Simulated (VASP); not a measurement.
**TePb: relaxation of cell and atoms with LDA**

Crystal: TePb.

```xyz
2
Lattice="0.0000 3.1909 3.1909 3.1909 0.0000 3.1909 3.1909 3.1909 0.0000" Properties=species:S:1:pos:R:3 pbc="T T T"
Te    3.1909    3.1909    3.1909
Pb    0.0000    0.0000    0.0000
```

| Item | Value |
| --- | --- |
| Program | VASP 6.6.1 |
| Task | relaxation of cell and atoms |
| Functional | LDA |
| Potentials or basis | VASP PAW LDA potentials, release 64 (Te, Pb_d) |
| Cutoff | 600 eV |
| k mesh | 6 × 6 × 6 |
| Occupations | gaussian, width 0.01 eV |
| Spin | no spin polarisation |
| Target pressure | 4 GPa |
| Dipole correction | no |
| Further INCAR settings | ALGO = Normal; EDIFF = 1e-07; IBRION = 2; EDIFFG = -0.002; NSW = 100; ISIF = 3 |

```
Relaxed volume                                         : 30.37 Å³/atom
Relaxed cell                                           : a = 4.412 Å, b = 4.412 Å, c = 4.412 Å, α = 60.00°, β = 60.00°, γ = 60.00°
Space group after relaxing (to 0.05 Å)                 : Fm-3m (No. 225)
Energy change on relaxing (the enthalpy is what falls) : +25.5 meV/atom
Ionic steps                                            : 6
Pressure after relaxing                                : 4.0 GPa
Band gap on the k mesh                                 : 0.39 eV, direct
```

Step by step:
| step | energy change (eV) | largest force (eV/Å) | pressure (GPa) | volume (Å³) |
| --- | --- | --- | --- | --- |
| 1 | 0.0000 | 0.0000 | 0.09 | 64.98 |
| 2 | 0.1569 | 0.0000 | 7.69 | 57.80 |
| 3 | 0.0504 | 0.0000 | 3.97 | 60.77 |
| 4 | 0.0525 | 0.0000 | 4.07 | 60.69 |
| 5 | 0.0499 | 0.0000 | 3.95 | 60.79 |
| 6 | 0.0511 | 0.0000 | 4.00 | 60.74 |

Final structure:
```
Te Pb
1.0
     0.00000    3.12000    3.12000
     3.12000    0.00000    3.12000
     3.12000    3.12000    0.00000
Te Pb
1 1
Direct
  0.50000 0.50000 0.50000
  0.00000 0.00000 0.00000
```

Levels at points of the mesh, in eV from the valence-band top:
| k point | band 6 | band 7 | band 8 | band 9 | band 10 | band 11 | band 12 | band 13 | band 14 |
| --- | --- | --- | --- | --- | --- | --- | --- | --- | --- |
| (0.00, 0.00, 0.00) | -13.03 | -5.43 | -1.80 | -1.80 | -1.80 | 4.05 | 4.05 | 4.05 | 5.49 |
| (0.50, 0.00, 0.00) | -11.29 | -9.30 | -1.24 | -1.24 | 0.00 | 0.39 | 0.88 | 0.88 | 8.39 |
| (0.50, 0.50, 0.00) | -10.92 | -7.58 | -5.43 | -3.49 | -3.49 | 2.74 | 5.73 | 5.73 | 7.19 |

Run time: 41 s on 1 thread of Intel(R) Xeon(R) 6975P-C (Granite Rapids) (shared host), peak memory 0.17 GiB.

Caveat: the cell is relaxed towards a set pressure, so the enthalpy falls and the energy may rise; spin-orbit coupling is left out, which moves the levels of the heavy elements. LDA usually gives volumes a few per cent too small.
